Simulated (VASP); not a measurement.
# ZrB (Fmmm) in VASP: single point with LDA

Aim: the single point of ZrB with LDA.

Program: VASP 6.6.1. These are calculated values, not measurements. Logs are shortened: lines on timing, memory, paths and dates and some standing lists are left out, and cuts for length are marked.

## (1) The cell of the first run

It takes space group Fmmm (No. 69, orthorhombic). The conventional cell has a = 4.831 Å, b = 4.943 Å, c = 5.008 Å, α = 90.00°, β = 90.00°, γ = 90.00°. Zr (site symmetry mmm) has 6 B at 2.42 to 2.50 Å within 3.2 Å. Within 3.2 Å of B (site symmetry mmm) lie 6 Zr at 2.42 to 2.50 Å.

## (2) Single point, LDA (normal strain along x +0.0233, normal strain along z +0.0367)

Contents of INCAR:

```
SYSTEM = ZrB
PREC = Accurate
ENCUT = 520
EDIFF = 1E-7
ISMEAR = 0
SIGMA = 0.15
LREAL = .FALSE.
LASPH = .TRUE.
NELM = 100
ALGO = Normal
ISIF = 2
LWAVE = .FALSE.
LCHARG = .FALSE.
NBANDS = 14
```

Contents of KPOINTS:

```
regular mesh
0
G
  16 16 16
  0 0 0
```

Contents of POSCAR:

```
ZrB
1.0
    0.0000000000      2.4153850465      2.5040296777
    2.4716635181      0.0000000000      2.5040296777
    2.4716635181      2.4153850465      0.0000000000
Zr B
1 1
Direct
    0.0000000000      0.0000000000      0.0000000000
    0.5000000000      0.5000000000      0.5000000000
```

Potentials or basis: VASP PAW LDA potentials, release 64 (Zr_sv, B).

Command:

```bash
> cat potpaw_LDA.64/Zr_sv/POTCAR potpaw_LDA.64/B/POTCAR > POTCAR
> mpirun -np 1 vasp_std > vasp.out
```

OUTCAR:

```text
SYSTEM = ZrB
   PREC = Accurate
   ENCUT = 520
   EDIFF = 1E-7
   ISMEAR = 0
   LREAL = .FALSE.
   LASPH = .TRUE.
   NELM = 100
   ISIF = 2

 ion  position               nearest neighbor table
   1  0.000  0.000  0.000-   2 2.42   2 2.42   2 2.47   2 2.47   2 2.50   2 2.50
   2  0.500  0.500  0.500-   1 2.42   1 2.42   1 2.47   1 2.47   1 2.50   1 2.50

  LATTYP: Found a face centered orthorhombic cell.
 ALAT       =     4.8307700930
 B/A-ratio  =     1.0233000000
 C/A-ratio  =     1.0367000000

  Lattice vectors:

 A1 = (   2.4716635181,   0.0000000000,  -2.5040296777)
 A2 = (   0.0000000000,   2.4153850465,  -2.5040296777)
 A3 = (   2.4716635181,   2.4153850465,   0.0000000000)

Analysis of symmetry for initial positions (statically):
=====================================================================
 Subroutine PRICEL returns:
 Original cell was already a primitive cell.

 Routine SETGRP: Setting up the symmetry group for a
 face centered orthorhombic supercell.

 Subroutine GETGRP returns: Found  8 space group operations
 (whereof  8 operations were pure point group operations)
 out of a pool of  8 trial point group operations.

The static configuration has the point symmetry D_2h.

Analysis of symmetry for dynamics (positions and initial velocities):
=====================================================================
 Subroutine PRICEL returns:
 Original cell was already a primitive cell.

 Routine SETGRP: Setting up the symmetry group for a
 face centered orthorhombic supercell.

 Subroutine GETGRP returns: Found  8 space group operations
 (whereof  8 operations were pure point group operations)
 out of a pool of  8 trial point group operations.

The dynamic configuration has the point symmetry D_2h.

 Subroutine INISYM returns: Found  8 space group operations
 (whereof  8 operations are pure point group operations),
 and found     1 'primitive' translations

----------------------------------------------------------------------------------------

                                     Primitive cell

  volume of cell :      29.8982

  direct lattice vectors                    reciprocal lattice vectors
     0.000000000  2.415385046  2.504029678    -0.202292908  0.207006332  0.199678145
     2.471663518  0.000000000  2.504029678     0.202292908 -0.207006332  0.199678145
     2.471663518  2.415385046  0.000000000     0.202292908  0.207006332 -0.199678145

  length of vectors
     3.479116202  3.518420835  3.455894308     0.351632484  0.351632484  0.351632484

  position of ions in fractional coordinates (direct lattice)
     0.000000000  0.000000000  0.000000000
     0.500000000  0.500000000  0.500000000

  ion indices of the primitive-cell ions
   primitive index   ion index
                 1           1
                 2           2

----------------------------------------------------------------------------------------

 KPOINTS: regular mesh

Automatic generation of k-mesh.
 Grid dimensions read from file:
 generate k-points for:   16   16   16

 Generating k-lattice:

  Cartesian coordinates                     Fractional coordinates (reciprocal lattice)
    -0.012643307  0.012937896  0.012479884     0.062500000  0.000000000  0.000000000
     0.012643307 -0.012937896  0.012479884     0.000000000  0.062500000  0.000000000
     0.012643307  0.012937896 -0.012479884     0.000000000  0.000000000  0.062500000

  Length of vectors
     0.021977030  0.021977030  0.021977030

  Shift w.r.t. Gamma in fractional coordinates (k-lattice)
     0.000000000  0.000000000  0.000000000

 Subroutine IBZKPT returns following result:
 ===========================================

 Found    621 irreducible k-points:

 Following reciprocal coordinates:
            Coordinates               Weight
  0.000000  0.000000  0.000000      1.000000
  0.062500  0.000000  0.000000      8.000000
  0.125000  0.000000  0.000000      8.000000
  0.187500  0.000000  0.000000      8.000000
  0.250000  0.000000  0.000000      8.000000
  0.312500  0.000000  0.000000      8.000000
[... 16 lines left out ...]
 -0.125000  0.062500 -0.000000      8.000000
 -0.062500  0.062500  0.000000      4.000000
 [... further k-points ...]
   k-points           NKPTS =    621   k-points in BZ     NKDIM =    621   number of bands    NBANDS=     14
   number of dos      NEDOS =    301   number of ions     NIONS =      2
   total plane-waves  NPLWV =  21952
   dimension x,y,z NGX =    28 NGY =   28 NGZ =   28
   dimension x,y,z NGXF=    56 NGYF=   56 NGZF=   56
   ions per type =               1   1
   NGX,Y,Z   is equivalent  to a cutoff of  13.38, 13.23, 13.47 a.u.
   NGXF,Y,Z  is equivalent  to a cutoff of  26.76, 26.46, 26.94 a.u.
 SYSTEM =  ZrB
   PREC   = accura    normal or accurate (medium, high low for compatibility)
   ISTART =      0    job   : 0-new  1-cont  2-samecut
   ICHARG =      2    charge: 1-file 2-atom 10-const
   ISPIN  =      1    spin polarized calculation?
   LNONCOLLINEAR =      F non collinear calculations
   LSORBIT =      F    spin-orbit coupling
   LASPH  =      T    aspherical Exc in radial PAW
   ENCUT  =  520.0 eV  38.22 Ry    6.18 a.u.   6.47  6.54  6.43*2*pi/ulx,y,z
   NELM   =    100;   NELMIN=  2; NELMDL= -5     # of ELM steps
   EDIFF  = 0.1E-06   stopping-criterion for ELM
   LREAL  =      F    real-space projection
   EDIFFG = 0.1E-05   stopping-criterion for IOM
   NSW    =      0    number of steps for IOM
   IBRION =     -1    ionic relax: 0-MD 1-quasi-New 2-CG
   NFREE  =      0    steps in history (QN), initial steepest desc. (CG)
   ISIF   =      2    stress and relaxation
   ISYM   =      2    0-nonsym 1-usesym 2-fastsym
   POTIM  = 0.5000    time-step for ionic-motion
   TEBEG  =    0.0;   TEEND  =   0.0 temperature during run
   PSTRESS=    0.0 pullay stress
   NELECT =      15.0000    total number of electrons
   NUPDOWN=      -1.0000    fix difference up-down
   EMIN   =  10.00;   EMAX   =-10.00  energy-range for DOS
   EFERMI =   0.00;   METHOD = LEGACY
   ISMEAR =     0;   SIGMA  =   0.15  broadening in eV -4-tet -1-fermi 0-gaus
   EFERMI_NEDOS =   21; number of points for ismear=-14 and -15
   IALGO  =     38    algorithm
   IMIX   =      4    mixing-type and parameters
     AMIX     =   0.40;   BMIX     =  1.00
     AMIX_MAG =   1.60;   BMIX_MAG =  1.00
  volume/ion in A,a.u.               =      14.95       100.88
  Fermi-wavevector in a.u.,A,eV,Ry     =   1.300839  2.458229 23.023532  1.692182
  Thomas-Fermi vector in A             =   2.432012
   LORBIT       =      0    0 simple, 1 ext, 2 COOP (PROOUT), +10 PAW based schemes
   GGA     = CA    functional components
   LHFCALC =     F    Hartree Fock is set to
   AEXX    =    0.0000 exact exchange contribution
   IVDW    =     0    specifies the selected vdW correction
   LEPSILON=     F    determine dielectric tensor
   LRPA    =     F    only Hartree local field effects (RPA)
 non-spin polarized calculation
 Gauss-broadening in eV      SIGMA  =   0.15
  energy-cutoff  :      520.00
  volume of cell :       29.90
 maximum number of plane-waves:       829
 NGX is ok and might be reduce to    28
   NGX = 13   NGY = 13   NGZ = 13

 number of electron      15.0000000 magnetization

 Free energy of the ion-electron system (eV)
  ---------------------------------------------------
  ext. energy  EPLUGINS =         0.00000000
  ---------------------------------------------------
  free energy    TOTEN  =       -17.46240114 eV

  energy without entropy =      -17.44903533  energy(sigma->0) =      -17.45571823

 E-fermi :   7.1925     XC(G=0): -11.5889

 val. band max:        7.1880782227   @ k =   0.3750  -0.1875   0.2500
 cond. band min:       7.1939919540   @ k =   0.2500   0.0000   0.0000
 fundamental gap:      0.0059137313
 Fermi energy:         7.1924501738

 k-point     1 :       0.0000    0.0000    0.0000
  band No.  band energies     occupation
      1     -40.0609      2.00000
      2     -18.0461      2.00000
      3     -18.0399      2.00000
      4     -18.0387      2.00000
      5      -0.7001      2.00000
      6       8.7251      0.00000
      7       8.8462      0.00000
      8       9.0550      0.00000
      9      10.1223      0.00000
     10      10.3959      0.00000
     11      10.5159      0.00000
     12      10.5705      0.00000
     13      10.6805      0.00000
     14      17.8906      0.00000

 k-point     2 :       0.0625    0.0000    0.0000
  band No.  band energies     occupation
      1     -40.0588      2.00000
      2     -18.0628      2.00000
      3     -18.0460      2.00000
      4     -18.0410      2.00000
      5      -0.6138      2.00000
      6       8.5466      0.00000
      7       8.7427      0.00000
      8       8.9597      0.00000
      9       9.5405      0.00000
     10       9.6736      0.00000
     11      10.7223      0.00000
     12      11.3476      0.00000
     13      11.5628      0.00000
     14      18.0975      0.00000

 k-point     3 :       0.1250    0.0000    0.0000
  band No.  band energies     occupation
      1     -40.0528      2.00000
      2     -18.1214      2.00000
      3     -18.0538      2.00000
      4     -18.0457      2.00000
      5      -0.3609      2.00000
      6       7.9304      0.00000
      7       8.2804      0.00000
      8       8.4734      0.00000
      9       9.4157      0.00000
     10       9.5082      0.00000
     11      10.9508      0.00000
     12      12.4288      0.00000
     13      12.6937      0.00000
     14      18.5289      0.00000
[... 324 lines left out ...]
 k-point    23 :      -0.1250    0.0625   -0.0000
  band No.  band energies     occupation
      1     -40.0481      2.00000
      2     -18.1586      2.00000
      3     -18.0735      2.00000
      4     -18.0427      2.00000
      5      -0.1597      2.00000
      6       7.6126      0.00007
      7       7.9025      0.00000
      8       8.0387      0.00000
      9       9.3138      0.00000
     10       9.9375      0.00000
     11      11.2617      0.00000
     12      12.2958      0.00000
     13      13.7574      0.00000
     14      18.7823      0.00000

 k-point    24 :      -0.0625    0.0625    0.0000
  band No.  band energies     occupation
      1     -40.0552      2.00000
      2     -18.0918      2.00000
      3     -18.0597      2.00000
      4     -18.0400      2.00000
      5      -0.4662      2.00000
      6       8.3065      0.00000
      7       8.3382      0.00000
      8       8.7740      0.00000
      9       9.0897      0.00000
     10       9.7953      0.00000
     11      11.0115      0.00000
     12      11.4806      0.00000
     13      12.5993      0.00000
     14      18.4646      0.00000

 [... further k-points ...]
[... 5 lines left out ...]
  --------------------------------------------------------------------------------------
  -------------------------------------------------------------------------------------
  Total       -1.8281204     -0.6281121     -2.4557200      0.0000000      0.0000000      0.0000000
  in kB      -97.9648304    -33.6591056   -131.5964686      0.0000000      0.0000000      0.0000000
  external PRESSURE =     -87.7401349 kB  Pullay stress =       0.0000000 kB

 VOLUME and BASIS-vectors are now :
 -----------------------------------------------------------------------------
  energy-cutoff  :      520.00
  volume of cell :       29.90
      direct lattice vectors                 reciprocal lattice vectors
     0.000000000  2.415385046  2.504029678    -0.202292908  0.207006332  0.199678145
     2.471663518  0.000000000  2.504029678     0.202292908 -0.207006332  0.199678145
     2.471663518  2.415385046  0.000000000     0.202292908  0.207006332 -0.199678145

 POSITION                                       TOTAL-FORCE (eV/Angst)
 -----------------------------------------------------------------------------------
      0.00000      0.00000      0.00000        -0.000000      0.000000      0.000000
      2.47166      2.41539      2.50403         0.000000      0.000000      0.000000
 -----------------------------------------------------------------------------------
    total drift:                               -0.000000      0.000000      0.000000

  FREE ENERGIE OF THE ION-ELECTRON SYSTEM (eV)
  ---------------------------------------------------
  free  energy   TOTEN  =       -17.4624011384 eV

  energy  without entropy=      -17.4490353250  energy(sigma->0) =      -17.45571823
```

Wall time 3.6 min (1 thread of Intel Xeon Platinum 8259CL at 2.50GHz (Skylake/Cascade Lake), shared host); peak memory 0.36 GiB.

Results:

```
Free energy            : -17.4624 eV
Pressure               : -8.8 GPa
Band gap on the k mesh : zero (an odd number of electrons rules out a gap without spin polarisation)
```

Levels at points of the mesh, in eV from the Fermi level:
```tsv
k point	band 6	band 7	band 8	band 9	band 10	band 11
(0.00, 0.00, 0.00)	1.53	1.65	1.86	2.93	3.20	3.32
(0.50, 0.00, 0.00)	-3.76	-1.18	-1.11	4.59	4.78	5.94
(0.50, 0.50, 0.00)	-0.91	-0.75	2.10	2.17	4.44	5.47
(0.50, 0.00, 0.50)	-0.79	-0.55	1.89	1.92	4.50	5.51
(0.00, 0.50, 0.50)	-0.79	-0.76	2.01	2.11	4.44	5.42
```

Caveat: the cell differs from its parent crystal (normal strain along x +0.0233, normal strain along z +0.0367); the cell stands under tension.
